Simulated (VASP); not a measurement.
# TiH (F-43m) in VASP: a series of runs

Runs on TiH. Level: PBEsol. Tasks: single point.

All numbers are computed with VASP 6.6.1; they aren't measurements. Logs are shortened: lines on timing, memory, paths and dates and some standing lists are left out, and cuts for length are marked.

## 1. The cell of the first run

Symmetry: F-43m, No. 216, cubic system. The conventional cell has a = 3.926 Å, b = 3.926 Å, c = 3.926 Å, α = 90.00°, β = 90.00°, γ = 90.00°. Within 2.3 Å of Ti (site symmetry -43m) lie 4 H at 1.70 Å. H (site symmetry -43m) has 4 Ti at 1.70 Å within 2.3 Å.

## 2. Single point, PBEsol

File INCAR:

```
SYSTEM = TiH
PREC = Accurate
ENCUT = 500
EDIFF = 1E-6
ISMEAR = -1
SIGMA = 0.1
LREAL = .False.
LASPH = .True.
NELM = 120
ALGO = Normal
ISIF = 2
LWAVE = .False.
LCHARG = .True.
GGA = PS
LELF = .True.
LVHAR = .True.
NBANDS = 14
GGA_COMPAT = .False.
```

File KPOINTS:

```
regular mesh
0
Gamma
  17 17 17
  0 0 0
```

File POSCAR:

```
TiH
1.0
    0.0000000000      1.9630027536      1.9630027536
    1.9630027536      0.0000000000      1.9630027536
    1.9630027536      1.9630027536      0.0000000000
Ti H
1 1
Direct
    0.0000000000      0.0000000000      0.0000000000
    0.2500000000      0.2500000000      0.2500000000
```

Potentials or basis: VASP PAW PBE potentials, release 64 (Ti_sv, H).

On the command line:

```bash
$ cat potpaw_PBE.64/Ti_sv/POTCAR potpaw_PBE.64/H/POTCAR > POTCAR
$ mpirun -np 1 vasp_std > vasp.out
```

OUTCAR:

```text
SYSTEM = TiH
   PREC = Accurate
   ENCUT = 500
   EDIFF = 1E-6
   ISMEAR = -1
   LREAL = .False.
   LASPH = .True.
   NELM = 120
   ISIF = 2
   GGA = PS

 ion  position               nearest neighbor table
   1  0.000  0.000  0.000-   2 1.70   2 1.70   2 1.70   2 1.70
   2  0.250  0.250  0.250-   1 1.70   1 1.70   1 1.70   1 1.70

  LATTYP: Found a face centered cubic cell.
 ALAT       =     3.9260055072

  Lattice vectors:

 A1 = (   0.0000000000,   1.9630027536,   1.9630027536)
 A2 = (   1.9630027536,   0.0000000000,   1.9630027536)
 A3 = (   1.9630027536,   1.9630027536,   0.0000000000)

Analysis of symmetry for initial positions (statically):
=====================================================================
 Subroutine PRICEL returns:
 Original cell was already a primitive cell.

 Routine SETGRP: Setting up the symmetry group for a
 face centered cubic supercell.

 Subroutine GETGRP returns: Found 24 space group operations
 (whereof 24 operations were pure point group operations)
 out of a pool of 48 trial point group operations.

The static configuration has the point symmetry T_d .

Analysis of symmetry for dynamics (positions and initial velocities):
=====================================================================
 Subroutine PRICEL returns:
 Original cell was already a primitive cell.

 Routine SETGRP: Setting up the symmetry group for a
 face centered cubic supercell.

 Subroutine GETGRP returns: Found 24 space group operations
 (whereof 24 operations were pure point group operations)
 out of a pool of 48 trial point group operations.

The dynamic configuration has the point symmetry T_d .

 Subroutine INISYM returns: Found 24 space group operations
 (whereof 24 operations are pure point group operations),
 and found     1 'primitive' translations

----------------------------------------------------------------------------------------

                                     Primitive cell

  volume of cell :      15.1284

  direct lattice vectors                    reciprocal lattice vectors
     0.000000000  1.963002754  1.963002754    -0.254711818  0.254711818  0.254711818
     1.963002754  0.000000000  1.963002754     0.254711818 -0.254711818  0.254711818
     1.963002754  1.963002754  0.000000000     0.254711818  0.254711818 -0.254711818

  length of vectors
     2.776105117  2.776105117  2.776105117     0.441173810  0.441173810  0.441173810

  position of ions in fractional coordinates (direct lattice)
     0.000000000  0.000000000  0.000000000
     0.250000000  0.250000000  0.250000000

  ion indices of the primitive-cell ions
   primitive index   ion index
                 1           1
                 2           2

----------------------------------------------------------------------------------------

 KPOINTS: regular mesh

Automatic generation of k-mesh.
 Grid dimensions read from file:
 generate k-points for:   17   17   17

 Generating k-lattice:

  Cartesian coordinates                     Fractional coordinates (reciprocal lattice)
    -0.014983048  0.014983048  0.014983048     0.058823529  0.000000000  0.000000000
     0.014983048 -0.014983048  0.014983048     0.000000000  0.058823529  0.000000000
     0.014983048  0.014983048 -0.014983048     0.000000000  0.000000000  0.058823529

  Length of vectors
     0.025951401  0.025951401  0.025951401

  Shift w.r.t. Gamma in fractional coordinates (k-lattice)
     0.000000000  0.000000000  0.000000000

 Subroutine IBZKPT returns following result:
 ===========================================

 Found    165 irreducible k-points:

 Following reciprocal coordinates:
            Coordinates               Weight
  0.000000  0.000000  0.000000      1.000000
  0.058824  0.000000  0.000000      8.000000
  0.117647  0.000000  0.000000      8.000000
  0.176471  0.000000  0.000000      8.000000
  0.235294  0.000000  0.000000      8.000000
  0.294118  0.000000  0.000000      8.000000
[... 16 lines left out ...]
 -0.176471  0.058824  0.000000     24.000000
 -0.117647  0.058824  0.000000     24.000000
 [... further k-points ...]
   k-points           NKPTS =    165   k-points in BZ     NKDIM =    165   number of bands    NBANDS=     14
   number of dos      NEDOS =    301   number of ions     NIONS =      2
   total plane-waves  NPLWV =   8000
   dimension x,y,z NGX =    20 NGY =   20 NGZ =   20
   dimension x,y,z NGXF=    40 NGYF=   40 NGZF=   40
   ions per type =               1   1
   NGX,Y,Z   is equivalent  to a cutoff of  11.98, 11.98, 11.98 a.u.
   NGXF,Y,Z  is equivalent  to a cutoff of  23.95, 23.95, 23.95 a.u.
 SYSTEM =  TiH
   PREC   = accura    normal or accurate (medium, high low for compatibility)
   ISTART =      0    job   : 0-new  1-cont  2-samecut
   ICHARG =      2    charge: 1-file 2-atom 10-const
   ISPIN  =      1    spin polarized calculation?
   LNONCOLLINEAR =      F non collinear calculations
   LSORBIT =      F    spin-orbit coupling
   LASPH  =      T    aspherical Exc in radial PAW
   ENCUT  =  500.0 eV  36.75 Ry    6.06 a.u.   5.06  5.06  5.06*2*pi/ulx,y,z
   NELM   =    120;   NELMIN=  2; NELMDL= -5     # of ELM steps
   EDIFF  = 0.1E-05   stopping-criterion for ELM
   LREAL  =      F    real-space projection
   EDIFFG = 0.1E-04   stopping-criterion for IOM
   NSW    =      0    number of steps for IOM
   IBRION =     -1    ionic relax: 0-MD 1-quasi-New 2-CG
   NFREE  =      0    steps in history (QN), initial steepest desc. (CG)
   ISIF   =      2    stress and relaxation
   ISYM   =      2    0-nonsym 1-usesym 2-fastsym
   POTIM  = 0.5000    time-step for ionic-motion
   TEBEG  =    0.0;   TEEND  =   0.0 temperature during run
   PSTRESS=    0.0 pullay stress
   NELECT =      13.0000    total number of electrons
   NUPDOWN=      -1.0000    fix difference up-down
   EMIN   =  10.00;   EMAX   =-10.00  energy-range for DOS
   EFERMI =   0.00;   METHOD = LEGACY
   ISMEAR =    -1;   SIGMA  =   0.10  broadening in eV -4-tet -1-fermi 0-gaus
   EFERMI_NEDOS =   21; number of points for ismear=-14 and -15
   IALGO  =     38    algorithm
   IMIX   =      4    mixing-type and parameters
     AMIX     =   0.40;   BMIX     =  1.00
     AMIX_MAG =   1.60;   BMIX_MAG =  1.00
  volume/ion in A,a.u.               =       7.56        51.05
  Fermi-wavevector in a.u.,A,eV,Ry     =   1.556414  2.941195 32.959073  2.422424
  Thomas-Fermi vector in A             =   2.660213
   LORBIT       =      0    0 simple, 1 ext, 2 COOP (PROOUT), +10 PAW based schemes
   GGA     = PS    functional components
   LHFCALC =     F    Hartree Fock is set to
   AEXX    =    0.0000 exact exchange contribution
   IVDW    =     0    specifies the selected vdW correction
   LEPSILON=     F    determine dielectric tensor
   LRPA    =     F    only Hartree local field effects (RPA)
 non-spin polarized calculation
  energy-cutoff  :      500.00
  volume of cell :       15.13
 maximum number of plane-waves:       392
   NGX = 11   NGY = 11   NGZ = 11

 number of electron      13.0000008 magnetization

 Free energy of the ion-electron system (eV)
  ---------------------------------------------------
  ext. energy  EPLUGINS =         0.00000000
  ---------------------------------------------------
  free energy    TOTEN  =       -11.65315855 eV

  energy without entropy =      -11.61002237  energy(sigma->0) =      -11.63159046

 E-fermi :  10.2632     XC(G=0): -12.9315

 val. band max:       10.2621487591   @ k =  -0.3529   0.4706   0.1176
 cond. band min:      10.2730590387   @ k =   0.4118   0.2353   0.0000
 fundamental gap:      0.0109102797
 Fermi energy:        10.2632396967

 k-point     1 :       0.0000    0.0000    0.0000
  band No.  band energies     occupation
      1     -45.8625      2.00000
      2     -21.6131      2.00000
      3     -21.6131      2.00000
      4     -21.6131      2.00000
      5       0.6424      2.00000
      6      10.8095      0.00845
      7      10.8095      0.00845
      8      10.8095      0.00845
      9      13.1958      0.00000
     10      13.1958      0.00000
     11      18.1482      0.00000
     12      30.7040      0.00000
     13      30.7040      0.00000
     14      30.7040      0.00000

 k-point     2 :       0.0588    0.0000    0.0000
  band No.  band energies     occupation
      1     -45.8546      2.00000
      2     -21.6560      2.00000
      3     -21.6179      2.00000
      4     -21.6179      2.00000
      5       0.7545      2.00000
      6      10.6215      0.05411
      7      10.8617      0.00502
      8      10.8617      0.00502
      9      13.1583      0.00000
     10      13.1583      0.00000
     11      18.4133      0.00000
     12      29.7786      0.00000
     13      30.8282      0.00000
     14      30.8282      0.00000

 k-point     3 :       0.1176    0.0000    0.0000
  band No.  band energies     occupation
      1     -45.8318      2.00000
      2     -21.7780      2.00000
      3     -21.6317      2.00000
      4     -21.6317      2.00000
      5       1.0738      2.00000
      6      10.1667      1.44838
      7      10.9971      0.00130
      8      10.9971      0.00130
      9      13.0746      0.00000
     10      13.0746      0.00000
     11      19.0661      0.00000
     12      28.2406      0.00000
     13      31.1647      0.00000
     14      31.1647      0.00000

 k-point     4 :       0.1765    0.0000    0.0000
  band No.  band energies     occupation
      1     -45.7970      2.00000
      2     -21.9597      2.00000
      3     -21.6526      2.00000
      4     -21.6526      2.00000
      5       1.5511      2.00000
      6       9.6550      1.99544
      7      11.1464      0.00029
      8      11.1465      0.00029
      9      13.0324      0.00000
     10      13.0324      0.00000
     11      19.7988      0.00000
     12      26.7665      0.00000
     13      31.6053      0.00000
     14      31.6053      0.00000

 k-point     5 :       0.2353    0.0000    0.0000
  band No.  band energies     occupation
      1     -45.7548      2.00000
      2     -22.1741      2.00000
      3     -21.6777      2.00000
      4     -21.6777      2.00000
      5       2.1029      2.00000
      6       9.2649      1.99991
      7      11.2053      0.00016
      8      11.2053      0.00016
      9      13.1500      0.00000
     10      13.1500      0.00000
     11      20.2919      0.00000
[... 276 lines left out ...]
 k-point    22 :      -0.2353    0.0588    0.0000
  band No.  band energies     occupation
      1     -45.7348      2.00000
      2     -22.2504      2.00000
      3     -21.7284      2.00000
      4     -21.6743      2.00000
      5       2.3608      2.00000
      6       9.1153      1.99998
      7      11.1375      0.00032
      8      11.2857      0.00007
      9      12.9045      0.00000
     10      13.5743      0.00000
     11      20.4827      0.00000
     12      25.0762      0.00000
     13      30.6880      0.00000
     14      31.7843      0.00000

 k-point    23 :      -0.1765    0.0588    0.0000
  band No.  band energies     occupation
      1     -45.7776      2.00000
      2     -22.0395      2.00000
      3     -21.6986      2.00000
      4     -21.6496      2.00000
      5       1.8146      2.00000
      6       9.4130      1.99959
      7      11.1772      0.00021
      8      11.2598      0.00009
      9      12.7515      0.00000
     10      13.3160      0.00000
     11      20.1402      0.00000
     12      26.3465      0.00000
     13      30.6278      0.00000
     14      32.4378      0.00000

 k-point    24 :      -0.1176    0.0588    0.0000
  band No.  band energies     occupation
      1     -45.8149      2.00000
      2     -21.8519      2.00000
      3     -21.6686      2.00000
      4     -21.6303      2.00000
      5       1.3089      2.00000
      6       9.8712      1.96110
      7      11.0960      0.00048
      8      11.1000      0.00046
      9      12.8344      0.00000
     10      13.2159      0.00000
     11      19.4844      0.00000
     12      27.6815      0.00000
     13      30.4824      0.00000
     14      31.8316      0.00000

 [... further k-points ...]
[... 5 lines left out ...]
  --------------------------------------------------------------------------------------
  -------------------------------------------------------------------------------------
  Total        5.6048529      5.6048529      5.6048529      0.0000000      0.0000000      0.0000000
  in kB      593.5838488    593.5838488    593.5838488      0.0000000      0.0000000      0.0000000
  external PRESSURE =     593.5838488 kB  Pullay stress =       0.0000000 kB

 VOLUME and BASIS-vectors are now :
 -----------------------------------------------------------------------------
  energy-cutoff  :      500.00
  volume of cell :       15.13
      direct lattice vectors                 reciprocal lattice vectors
     0.000000000  1.963002754  1.963002754    -0.254711818  0.254711818  0.254711818
     1.963002754  0.000000000  1.963002754     0.254711818 -0.254711818  0.254711818
     1.963002754  1.963002754  0.000000000     0.254711818  0.254711818 -0.254711818

 POSITION                                       TOTAL-FORCE (eV/Angst)
 -----------------------------------------------------------------------------------
      0.00000      0.00000      0.00000        -0.000000     -0.000000     -0.000000
      0.98150      0.98150      0.98150         0.000000      0.000000      0.000000
 -----------------------------------------------------------------------------------
    total drift:                                0.000000      0.000000      0.000000

  FREE ENERGIE OF THE ION-ELECTRON SYSTEM (eV)
  ---------------------------------------------------
  free  energy   TOTEN  =       -11.6531585453 eV

  energy  without entropy=      -11.6100223690  energy(sigma->0) =      -11.63159046
```

Wall time 17 s (1 thread of Intel Xeon Platinum 8488C (Sapphire Rapids), shared host); peak memory 0.15 GiB.

What came out:

* Free energy: -11.6532 eV
* Pressure: 59.4 GPa
* Band gap on the k mesh: zero (an odd number of electrons rules out a gap without spin polarisation)

Caveat: the cell stands under pressure; the PAW data sets were made with another functional, which shifts forces and pressure a little; an odd number of electrons without spin polarisation forces a metal; a magnetic or distorted state may lie lower.

## 3. Single point, PBEsol

This run uses another cell than the first one, of 8.08 Å³/atom.

File INCAR:

```
PREC = Accurate
ENCUT = 500
EDIFF = 1E-6
ISMEAR = -1
SIGMA = 0.1
LREAL = F
LASPH = T
NELM = 120
ALGO = Normal
ISIF = 2
LWAVE = F
LCHARG = F
GGA = PS
NBANDS = 14
GGA_COMPAT = F
```

File KPOINTS:

```
Automatic mesh
0
Gamma
  17 17 17
```

File POSCAR:

```
TiH
1.0
    0.0000000000      2.0067832893      2.0067832893
    2.0067832893      0.0000000000      2.0067832893
    2.0067832893      2.0067832893      0.0000000000
Ti H
1 1
Direct
    0.0000000000      0.0000000000      0.0000000000
    0.2500000000      0.2500000000      0.2500000000
```

Potentials or basis: VASP PAW PBE potentials, release 64 (Ti_sv, H).

On the command line:

```bash
$ cat potpaw_PBE.64/Ti_sv/POTCAR potpaw_PBE.64/H/POTCAR > POTCAR
$ mpirun -np 1 vasp_std > vasp.out
```

Wall time 17 s (1 thread of Intel Xeon Platinum 8488C (Sapphire Rapids), shared host); peak memory 0.16 GiB.

It converged, with:

```yaml
Free_energy: -11.9719 eV
Pressure: 39.5 GPa
Band_gap_on_the_k_mesh: zero (an odd number of electrons rules out a gap without spin polarisation)
```

Levels at points of the mesh, in eV from the Fermi level:
```csv
k point,band 2,band 3,band 4,band 5,band 6,band 7,band 8,band 9,band 10,band 11
"(0.00, 0.00, 0.00)",-32.10,-32.10,-32.10,-9.42,0.53,0.53,0.53,2.72,2.72,7.61
```

Caveat: the cell stands under pressure; the PAW data sets were made with another functional, which shifts forces and pressure a little; an odd number of electrons without spin polarisation forces a metal; a magnetic or distorted state may lie lower.

## 4. Single point, PBEsol

This run uses another cell than the first one, of 8.79 Å³/atom.

File INCAR:

```
SYSTEM = TiH
  PREC = Accurate
  ENCUT = 500
  EDIFF = 1E-6
  ISMEAR = -1
  SIGMA = 0.1
  LREAL = .False.
  LASPH = .True.
  NELM = 120
  ALGO = Normal
  ISIF = 2
  LWAVE = .False.
  LCHARG = .True.
  GGA = PS
  LELF = .True.
  LVHAR = .True.
  NBANDS = 14
  GGA_COMPAT = .False.
```

File KPOINTS:

```
Automatic mesh
0
Gamma
  17 17 17
  0 0 0
```

File POSCAR:

```
TiH
1.0
    0.0000000000      2.0636876043      2.0636876043
    2.0636876043      0.0000000000      2.0636876043
    2.0636876043      2.0636876043      0.0000000000
Ti H
1 1
Direct
    0.0000000000      0.0000000000      0.0000000000
    0.2500000000      0.2500000000      0.2500000000
```

On the command line:

```bash
$ cat potpaw_PBE.64/Ti_sv/POTCAR potpaw_PBE.64/H/POTCAR > POTCAR
$ mpirun -np 1 vasp_std > vasp.out
```

Run time: 18 s. Hardware: 1 thread of Intel Xeon Platinum 8488C (Sapphire Rapids), shared host; peak memory 0.16 GiB.

The run converged. Its results:

- Free energy: -12.2308 eV
- Pressure: 19.7 GPa
- Band gap on the k mesh: zero (an odd number of electrons rules out a gap without spin polarisation)

Levels at points of the mesh, in eV from the Fermi level:
| k point | band 3 | band 4 | band 5 | band 6 | band 7 | band 8 | band 9 | band 10 |
| --- | --- | --- | --- | --- | --- | --- | --- | --- |
| (0.00, 0.00, 0.00) | -32.36 | -32.36 | -9.13 | 0.51 | 0.51 | 0.51 | 2.47 | 2.47 |

Caveat: the cell stands under pressure; the PAW data sets were made with another functional, which shifts forces and pressure a little; an odd number of electrons without spin polarisation forces a metal; a magnetic or distorted state may lie lower.

(Part 1 of 2 ends here.)

The gap in the log of VASP goes by the Fermi energy; the results here count the filled bands.